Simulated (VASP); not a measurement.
# HfSc3 (I4/mmm) in VASP: a series of runs

The runs below take HfSc3 through single point, relaxation of cell and atoms, with PBE.

Program: VASP 6.6.1. These are calculated values, not measurements. Logs are shortened: lines on timing, memory, paths and dates and some standing lists are left out, and cuts for length are marked.

**1. The cell of the first run**

The structure is tetragonal, space group I4/mmm (No. 139). Conventional cell: a = 4.115 Å, b = 4.115 Å, c = 9.192 Å, α = 90.00°, β = 90.00°, γ = 90.00°. Hf (site symmetry 4/mmm) has 12 Sc at 2.91 to 3.08 Å within 3.8 Å. Within 3.8 Å of Sc (site symmetry 4/mmm) lie 4 Hf at 2.91 Å and 8 Sc at 3.08 Å. Sc (site symmetry -4m2) has 8 Sc at 2.91 to 3.08 Å and 4 Hf at 3.08 Å within 3.8 Å.

**2. Single point, PBE**

File INCAR:

```
  ALGO = Normal
  EDIFF = 1E-7
  ENCUT = 520
  GGA = PE
  ISIF = 2
  ISMEAR = 0
  LASPH = True
  LCHARG = False
  LREAL = False
  LWAVE = False
  NBANDS = 30
  NELM = 80
  PREC = Accurate
  SIGMA = 0.1
```

File KPOINTS:

```
k-points
0
Gamma
  6 6 6
```

File POSCAR:

```
HfSc3
1.0
   -2.0574217407      2.0574217407      4.5957992129
    2.0574217407     -2.0574217407      4.5957992129
    2.0574217407      2.0574217407     -4.5957992129
Hf Sc
1 3
Direct
    0.0000000000      0.0000000000      0.0000000000
    0.5000000000      0.5000000000      0.0000000000
    0.2500000000      0.7500000000      0.5000000000
    0.7500000000      0.2500000000      0.5000000000
```

Potentials or basis: VASP PAW PBE potentials, release 64 (Hf_pv, Sc_sv).

The run is started by

```bash
> cat potpaw_PBE.64/Hf_pv/POTCAR potpaw_PBE.64/Sc_sv/POTCAR > POTCAR
> mpirun -np 1 vasp_std > vasp.out
```

OUTCAR:

```text
EDIFF = 1E-7
   ENCUT = 520
   GGA = PE
   ISIF = 2
   ISMEAR = 0
   LASPH = True
   LREAL = False
   NELM = 80
   PREC = Accurate

 ion  position               nearest neighbor table
   1  0.000  0.000  0.000-   2 2.91   2 2.91   2 2.91   2 2.91   4 3.08   3 3.08   4 3.08   3 3.08
                             4 3.08   4 3.08   3 3.08   3 3.08
   2  0.500  0.500  0.000-   1 2.91   1 2.91   1 2.91   1 2.91   4 3.08   3 3.08   4 3.08   4 3.08
                             3 3.08   3 3.08   4 3.08   3 3.08
   3  0.250  0.750  0.500-   4 2.91   4 2.91   4 2.91   4 2.91   2 3.08   1 3.08   2 3.08   2 3.08
                             1 3.08   1 3.08   2 3.08   1 3.08
   4  0.750  0.250  0.500-   3 2.91   3 2.91   3 2.91   3 2.91   2 3.08   1 3.08   2 3.08   1 3.08
                             2 3.08   2 3.08   1 3.08   1 3.08

  LATTYP: Found a body centered tetragonal cell.
 ALAT       =     4.1148434814
 C/A-ratio  =     2.2337662337

  Lattice vectors:

 A1 = (  -2.0574217407,   2.0574217407,   4.5957992129)
 A2 = (   2.0574217407,  -2.0574217407,   4.5957992129)
 A3 = (   2.0574217407,   2.0574217407,  -4.5957992129)

Analysis of symmetry for initial positions (statically):
=====================================================================
 Subroutine PRICEL returns:
 Original cell was already a primitive cell.

 Routine SETGRP: Setting up the symmetry group for a
 body centered tetragonal supercell.

 Subroutine GETGRP returns: Found 16 space group operations
 (whereof 16 operations were pure point group operations)
 out of a pool of 16 trial point group operations.

The static configuration has the point symmetry D_4h.

Analysis of symmetry for dynamics (positions and initial velocities):
=====================================================================
 Subroutine PRICEL returns:
 Original cell was already a primitive cell.

 Routine SETGRP: Setting up the symmetry group for a
 body centered tetragonal supercell.

 Subroutine GETGRP returns: Found 16 space group operations
 (whereof 16 operations were pure point group operations)
 out of a pool of 16 trial point group operations.

The dynamic configuration has the point symmetry D_4h.

 Subroutine INISYM returns: Found 16 space group operations
 (whereof 16 operations are pure point group operations),
 and found     1 'primitive' translations

----------------------------------------------------------------------------------------

                                     Primitive cell
[... 90 lines left out ...]
   LNONCOLLINEAR =      F non collinear calculations
   LSORBIT =      F    spin-orbit coupling
   LASPH  =      T    aspherical Exc in radial PAW
   ENCUT  =  520.0 eV  38.22 Ry    6.18 a.u.  10.11 10.11 10.11*2*pi/ulx,y,z
   NELM   =     80;   NELMIN=  2; NELMDL= -5     # of ELM steps
   EDIFF  = 0.1E-06   stopping-criterion for ELM
   LREAL  =      F    real-space projection
   EDIFFG = 0.1E-05   stopping-criterion for IOM
   NSW    =      0    number of steps for IOM
   IBRION =     -1    ionic relax: 0-MD 1-quasi-New 2-CG
   NFREE  =      0    steps in history (QN), initial steepest desc. (CG)
   ISIF   =      2    stress and relaxation
   ISYM   =      2    0-nonsym 1-usesym 2-fastsym
   POTIM  = 0.5000    time-step for ionic-motion
   TEBEG  =    0.0;   TEEND  =   0.0 temperature during run
   PSTRESS=    0.0 pullay stress
   NELECT =      43.0000    total number of electrons
   NUPDOWN=      -1.0000    fix difference up-down
   EMIN   =  10.00;   EMAX   =-10.00  energy-range for DOS
   EFERMI =   0.00;   METHOD = LEGACY
   ISMEAR =     0;   SIGMA  =   0.10  broadening in eV -4-tet -1-fermi 0-gaus
   EFERMI_NEDOS =   21; number of points for ismear=-14 and -15
   IALGO  =     38    algorithm
   IMIX   =      4    mixing-type and parameters
     AMIX     =   0.40;   BMIX     =  1.00
     AMIX_MAG =   1.60;   BMIX_MAG =  1.00
  volume/ion in A,a.u.               =      19.45       131.28
  Fermi-wavevector in a.u.,A,eV,Ry     =   1.343410  2.538676 24.555103  1.804749
  Thomas-Fermi vector in A             =   2.471486
   LORBIT       =      0    0 simple, 1 ext, 2 COOP (PROOUT), +10 PAW based schemes
   GGA     = PE    functional components
   LHFCALC =     F    Hartree Fock is set to
   AEXX    =    0.0000 exact exchange contribution
   IVDW    =     0    specifies the selected vdW correction
   LEPSILON=     F    determine dielectric tensor
   LRPA    =     F    only Hartree local field effects (RPA)
 non-spin polarized calculation
 Gauss-broadening in eV      SIGMA  =   0.10
  energy-cutoff  :      520.00
  volume of cell :       77.82
 maximum number of plane-waves:      2122
   NGX = 21   NGY = 21   NGZ = 21

 number of electron      43.0000003 magnetization

 Free energy of the ion-electron system (eV)
  ---------------------------------------------------
  ext. energy  EPLUGINS =         0.00000000
  ---------------------------------------------------
  free energy    TOTEN  =       -27.50338376 eV

  energy without entropy =      -27.47730040  energy(sigma->0) =      -27.49034208

 E-fermi :   5.3411     XC(G=0): -11.1456

 val. band max:        5.3383746851   @ k =  -0.3333   0.3333   0.0000
 cond. band min:       5.3513233889   @ k =  -0.1667   0.3333   0.1667
 fundamental gap:      0.0129487038
 Fermi energy:         5.3410747211

 k-point     1 :       0.0000    0.0000    0.0000
  band No.  band energies     occupation
      1     -43.4747      2.00000
      2     -43.3001      2.00000
      3     -43.2509      2.00000
      4     -24.7757      2.00000
      5     -24.7757      2.00000
      6     -24.7107      2.00000
[... 781 lines left out ...]
     29       8.3472      0.00000
     30       9.1982      0.00000

 [... further k-points ...]
[... 5 lines left out ...]
  --------------------------------------------------------------------------------------
  -------------------------------------------------------------------------------------
  Total        9.1870563      9.1870563      6.1046840      0.0000000      0.0000000      0.0000000
  in kB      189.1556302    189.1556302    125.6915503      0.0000000      0.0000000      0.0000000
  external PRESSURE =     168.0009369 kB  Pullay stress =       0.0000000 kB

 VOLUME and BASIS-vectors are now :
 -----------------------------------------------------------------------------
  energy-cutoff  :      520.00
  volume of cell :       77.82
      direct lattice vectors                 reciprocal lattice vectors
    -2.057421741  2.057421741  4.595799213     0.000000000  0.243022609  0.108795005
     2.057421741 -2.057421741  4.595799213     0.243022609  0.000000000  0.108795005
     2.057421741  2.057421741 -4.595799213     0.243022609  0.243022609  0.000000000

 POSITION                                       TOTAL-FORCE (eV/Angst)
 -----------------------------------------------------------------------------------
      0.00000      0.00000      0.00000         0.000000      0.000000      0.000000
      0.00000      0.00000      4.59580         0.000000      0.000000      0.000000
      2.05742      0.00000      2.29790        -0.000000     -0.000000     -0.000000
      0.00000      2.05742      2.29790         0.000000     -0.000000      0.000000
 -----------------------------------------------------------------------------------
    total drift:                               -0.000000     -0.000000      0.000000

  FREE ENERGIE OF THE ION-ELECTRON SYSTEM (eV)
  ---------------------------------------------------
  free  energy   TOTEN  =       -27.5033837611 eV

  energy  without entropy=      -27.4773004038  energy(sigma->0) =      -27.49034208
```

OSZICAR:

```text
N       E                     dE             d eps       ncg     rms          rms(c)
DAV:   1     0.739193316496E+03    0.73919E+03   -0.19558E+04  1800   0.152E+03
DAV:   2     0.255546573372E+02   -0.71364E+03   -0.70238E+03  2288   0.660E+02
DAV:   3    -0.267984666851E+02   -0.52353E+02   -0.49968E+02  2938   0.212E+02
DAV:   4    -0.294125936875E+02   -0.26141E+01   -0.25039E+01  3000   0.439E+01
DAV:   5    -0.294854660896E+02   -0.72872E-01   -0.72446E-01  2976   0.822E+00    0.425E+01
DAV:   6    -0.279237864762E+02    0.15617E+01   -0.74157E+00  2720   0.214E+01    0.201E+01
DAV:   7    -0.278362609115E+02    0.87526E-01   -0.47324E+00  2600   0.114E+01    0.100E+01
DAV:   8    -0.275234286413E+02    0.31283E+00   -0.22412E+00  2882   0.103E+01    0.397E+00
DAV:   9    -0.275084647887E+02    0.14964E-01   -0.18411E-01  2850   0.362E+00    0.166E+00
DAV:  10    -0.275048744269E+02    0.35904E-02   -0.50228E-02  2584   0.250E+00    0.965E-01
DAV:  11    -0.275033529747E+02    0.15215E-02   -0.72530E-03  2856   0.868E-01    0.190E-01
DAV:  12    -0.275033905791E+02   -0.37604E-04   -0.41221E-04  2912   0.194E-01    0.675E-02
DAV:  13    -0.275033852550E+02    0.53242E-05   -0.41163E-05  2968   0.469E-02    0.303E-02
DAV:  14    -0.275033831094E+02    0.21456E-05   -0.28926E-06  2768   0.176E-02    0.343E-03
DAV:  15    -0.275033837760E+02   -0.66668E-06   -0.21726E-07  1688   0.494E-03    0.296E-03
DAV:  16    -0.275033837611E+02    0.14964E-07   -0.41633E-08  1440   0.282E-03
   1 F= -.27503384E+02 E0= -.27490342E+02  d E =-.260834E-01
```

stdout:

```text
POSCAR found type information on POSCAR HfSc
 POSCAR found :  2 types and       4 ions
 scaLAPACK will be used
 LDA part: xc-table for (Slater+PW92), standard interpolation
 POSCAR, INCAR and KPOINTS ok, starting setup
 FFT: planning ... GRIDC
 FFT: planning ... GRID_SOFT
 FFT: planning ... GRID
 WAVECAR not read
 entering main loop
```

Run time: 3.3 min. Hardware: 1 thread of Intel Xeon 8259CL, shared host; peak memory 0.27 GiB.

Results:

```yaml
Free_energy: -27.5034 eV
Pressure: 16.8 GPa
Band_gap_on_the_k_mesh: zero (an odd number of electrons rules out a gap without spin polarisation)
```

Stress tensor (GPa, compression positive):
```
18.92  0.00  0.00
 0.00 18.92  0.00
 0.00  0.00 12.57
```

Levels at points of the mesh, in eV from the Fermi level:
```tsv
k point	band 20	band 21	band 22	band 23	band 24	band 25
(0.00, 0.00, 0.00)	-1.21	0.08	0.08	0.46	0.46	1.18
(0.50, 0.00, 0.00)	-0.74	-0.22	0.03	0.36	0.44	0.75
(0.50, 0.50, 0.00)	-0.47	-0.03	0.38	0.72	0.92	1.03
(0.50, 0.50, 0.50)	-1.43	-1.43	-0.41	0.06	1.21	1.38
```

Caveat: the cell stands under pressure; spin-orbit coupling is left out, which moves the levels of the heavy elements.

**3. Single point, PBE**

This run uses another cell than the first one, of 23.56 Å³/atom.

File INCAR:

```
  PREC = Accurate
  ENCUT = 520
  EDIFF = 1E-6
  ISMEAR = 0
  SIGMA = 0.1
  LREAL = False
  LASPH = True
  NELM = 80
  ALGO = Normal
  ISIF = 2
  LWAVE = False
  LCHARG = True
  GGA = PE
  LELF = True
  LVHAR = True
  NBANDS = 30
```

File KPOINTS:

```
Automatic mesh
0
Gamma
  6 6 6
```

File POSCAR:

```
HfSc3
1.0
   -2.2783508231      2.2783508231      4.5394311796
    2.2783508231     -2.2783508231      4.5394311796
    2.2783508231      2.2783508231     -4.5394311796
Hf Sc
1 3
Direct
    0.0000000000      0.0000000000      0.0000000000
    0.5000000000      0.5000000000      0.0000000000
    0.2500000000      0.7500000000      0.5000000000
    0.7500000000      0.2500000000      0.5000000000
```

Potentials or basis: VASP PAW PBE potentials, release 64 (Hf_pv, Sc_sv).

The run is started by

```bash
> cat potpaw_PBE.64/Hf_pv/POTCAR potpaw_PBE.64/Sc_sv/POTCAR > POTCAR
> mpirun -np 1 vasp_std > vasp.out
```

Run time: 4.2 min. Hardware: 1 thread of Intel Xeon 8259CL, shared host; peak memory 0.29 GiB.

It converged, with:

```
Free energy            : -28.3922 eV
Pressure               : 0.2 GPa
Band gap on the k mesh : zero (an odd number of electrons rules out a gap without spin polarisation)
```

Stress tensor (GPa, compression positive):
```
 0.32  0.00  0.00
 0.00  0.32  0.00
 0.00  0.00 -0.05
```

Levels at points of the mesh, in eV from the Fermi level:
| k point | band 19 | band 20 | band 21 | band 22 | band 23 | band 24 | band 25 | band 26 |
| --- | --- | --- | --- | --- | --- | --- | --- | --- |
| (0.00, 0.00, 0.00) | -0.97 | -0.69 | -0.08 | -0.08 | 0.27 | 0.27 | 1.62 | 1.62 |
| (0.50, 0.00, 0.00) | -0.70 | -0.39 | -0.02 | 0.00 | 0.04 | 0.29 | 0.36 | 1.20 |
| (0.50, 0.50, 0.00) | -1.77 | 0.04 | 0.32 | 0.40 | 0.42 | 0.44 | 0.75 | 1.45 |
| (0.50, 0.50, 0.50) | -1.87 | -0.96 | -0.96 | -0.05 | 0.34 | 1.68 | 1.78 | 2.13 |

Caveat: spin-orbit coupling is left out, which moves the levels of the heavy elements.

**4. Relaxation of cell and atoms, PBE**

File INCAR:

```
PREC     = Accurate       # precision mode
ENCUT    = 600            # plane-wave cutoff, eV
EDIFF    = 1E-6           # SCF threshold, eV
ISMEAR   = 0              # smearing method
SIGMA    = 0.1            # smearing width, eV
LREAL    = F              # projectors in reciprocal space
LASPH    = T              # aspherical terms in the spheres
NELM     = 60             # most SCF steps
ALGO     = Normal         # electronic algorithm
ISIF     = 3              # what is computed and relaxed
LWAVE    = F              # write WAVECAR
LCHARG   = F              # write CHGCAR
GGA      = PE             # functional
IBRION   = 2              # ionic algorithm
NSW      = 90             # ionic steps
EDIFFG   = -0.04          # ionic threshold
```

File KPOINTS:

```
regular mesh
0
Gamma
  6 6 6
```

File POSCAR:

```
HfSc3
1.0
   -2.0574217407      2.0574217407      4.5957992129
    2.0574217407     -2.0574217407      4.5957992129
    2.0574217407      2.0574217407     -4.5957992129
Hf Sc
1 3
Direct
    0.0000000000      0.0000000000      0.0000000000
    0.5000000000      0.5000000000      0.0000000000
    0.2500000000      0.7500000000      0.5000000000
    0.7500000000      0.2500000000      0.5000000000
```

The run is started by

```bash
> cat potpaw_PBE.64/Hf_pv/POTCAR potpaw_PBE.64/Sc_sv/POTCAR > POTCAR
> mpirun -np 1 vasp_std > vasp.out
```

Run time: 24 min. Hardware: 1 thread of Intel Xeon 8259CL, shared host; peak memory 0.38 GiB.

It converged, with:

| Quantity | Value |
| --- | --- |
| Free energy | -28.3890 eV |
| Relaxed volume | 23.67 Å³/atom |
| Relaxed cell | a = 5.568 Å, b = 5.568 Å, c = 5.568 Å, α = 131.54°, β = 131.54°, γ = 70.95° |
| Space group after relaxing (to 0.1 Å) | I4/mmm (No. 139) |
| Energy gained by relaxing | 221.1 meV/atom |
| Ionic steps | 8 |
| Pressure after relaxing | -0.1 GPa |
| Band gap on the k mesh | zero (an odd number of electrons rules out a gap without spin polarisation) |

Stress tensor (GPa, compression positive):
```
-0.02  0.00  0.00
 0.00 -0.02  0.00
 0.00  0.00 -0.26
```

The path:
| step | energy change (eV) | largest force (eV/Å) | pressure (GPa) | volume (Å³) |
| --- | --- | --- | --- | --- |
| 1 | 0.0000 | 0.0000 | 16.85 | 77.82 |
| 2 | -0.6980 | 0.0000 | -4.78 | 103.16 |
| 3 | -0.8187 | 0.0000 | -0.27 | 95.02 |
| 4 | -0.8185 | 0.0000 | -0.51 | 95.38 |
| 5 | -0.8555 | 0.0000 | -0.40 | 95.23 |
| 6 | -0.8771 | 0.0000 | -0.25 | 94.97 |
| 7 | -0.8783 | 0.0000 | 0.12 | 94.25 |
| 8 | -0.8844 | 0.0000 | -0.10 | 94.69 |

Final structure:
```
Hf Sc
1.0
    -2.28487    2.28487    4.53428
     2.28487   -2.28487    4.53428
     2.28487    2.28487   -4.53428
Hf Sc
1 3
Direct
  0.00000 0.00000 0.00000
  0.50000 0.50000 0.00000
  0.25000 0.75000 0.50000
  0.75000 0.25000 0.50000
```

Levels at points of the mesh, in eV from the Fermi level:
| k point | band 19 | band 20 | band 21 | band 22 | band 23 | band 24 | band 25 |
| --- | --- | --- | --- | --- | --- | --- | --- |
| (0.00, 0.00, 0.00) | -0.97 | -0.67 | -0.09 | -0.09 | 0.27 | 0.27 | 1.66 |
| (0.50, 0.00, 0.00) | -0.70 | -0.39 | -0.03 | 0.00 | 0.05 | 0.28 | 0.36 |
| (0.50, 0.50, 0.00) | -1.78 | 0.06 | 0.32 | 0.39 | 0.43 | 0.44 | 0.75 |
| (0.50, 0.50, 0.50) | -1.86 | -0.95 | -0.95 | -0.04 | 0.34 | 1.69 | 1.80 |

Caveat: the volume moved by over 15 % at a fixed basis, so the end points are rough; spin-orbit coupling is left out, which moves the levels of the heavy elements.

[end of part 1 of 2]
